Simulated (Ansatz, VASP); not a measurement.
## YGe3Sb in VASP and in Ansatz

File INCAR:

```
PREC = Accurate
ENCUT = 600
EDIFF = 1E-6
ISMEAR = 0
SIGMA = 0.1
LREAL = False
LASPH = True
NELM = 60
ALGO = Normal
ISIF = 3
LWAVE = False
LCHARG = False
GGA = PE
IBRION = 2
NSW = 90
EDIFFG = -0.04
```

The input KPOINTS:

```
regular mesh
0
Gamma
  4 4 4
```

File POSCAR:

```
YGe3Sb
1.0
    4.6752294823      0.0000000000      0.0000000000
    0.0000000000      4.6752294823      0.0000000000
    0.0000000000      0.0000000000      4.6752294823
Y Ge Sb
1 3 1
Direct
    0.0000000000      0.0000000000      0.0000000000
    0.0000000000      0.5000000000      0.5000000000
    0.5000000000      0.0000000000      0.5000000000
    0.5000000000      0.5000000000      0.0000000000
    0.5000000000      0.5000000000      0.5000000000
```

Input for Ansatz:

```yaml
crystal:
  lattice:
    - [4.6752294823, 0.0, 0.0]
    - [0.0, 4.6752294823, 0.0]
    - [0.0, 0.0, 4.6752294823]
  atoms:
    - { symbol: "Y", position: [0.0, 0.0, 0.0] }
    - { symbol: Ge, position: [0.0, 0.5, 0.5] }
    - { symbol: Ge, position: [0.5, 0.0, 0.5] }
    - { symbol: Ge, position: [0.5, 0.5, 0.0] }
    - { symbol: Sb, position: [0.5, 0.5, 0.5] }
basis:
  ecutwfc: 420
kpoints:
  mp_grid: { grid: [4, 4, 4] }
hamiltonian:
  xc: pbe
scf:
  occupations: { method: gaussian, width: 0.1 }
  lower_state_search: "off"
output:
  forces: true
  stress: true
  eigenvalues: true
relax:
  adjacent_minimum: "off"
  f_tol: 0.04
  max_steps: 70
  cell: { stress_tol: 0.4 }
```

Alike in both runs: task relaxation of cell and atoms; functional PBE; k mesh 4 × 4 × 4; occupations gaussian, width 0.1 eV; no spin polarisation.

|  | VASP | Ansatz |
| --- | --- | --- |
| version | VASP 6.6.1 | Ansatz 0.2.0 |
| potentials or method | VASP PAW PBE potentials, release 64 (Y_sv, Ge_d, Sb), cutoff 600 eV | scalar-relativistic, plane waves, PAW |
| valence electrons in the cell | 58 | 68 |

VASP gave:

| Item | Value |
| --- | --- |
| gap on the k mesh at the Fermi level, each at its own relaxed structure (eV) | none |
| relaxed volume (Å³/atom) | 28.33 |
| relaxed cell length with the largest relative difference (Å) | 5.213 |

**Question.** Which values does Ansatz return?

**Answer.** gap on the k mesh at the Fermi level, each at its own relaxed structure (eV): none; relaxed volume (Å³/atom): 28.18; relaxed cell length with the largest relative difference (Å): 5.204.

A gap of «none» marks a metal or a gap that the smearing closes. VASP's potentials hold 58 valence electrons a cell and Ansatz's 68, so a difference there can come from the potentials and not from the codes.

Spin-orbit coupling is off throughout. Noted on VASP's run: the volume moved by over 15 % at a fixed basis, so the end points are rough.
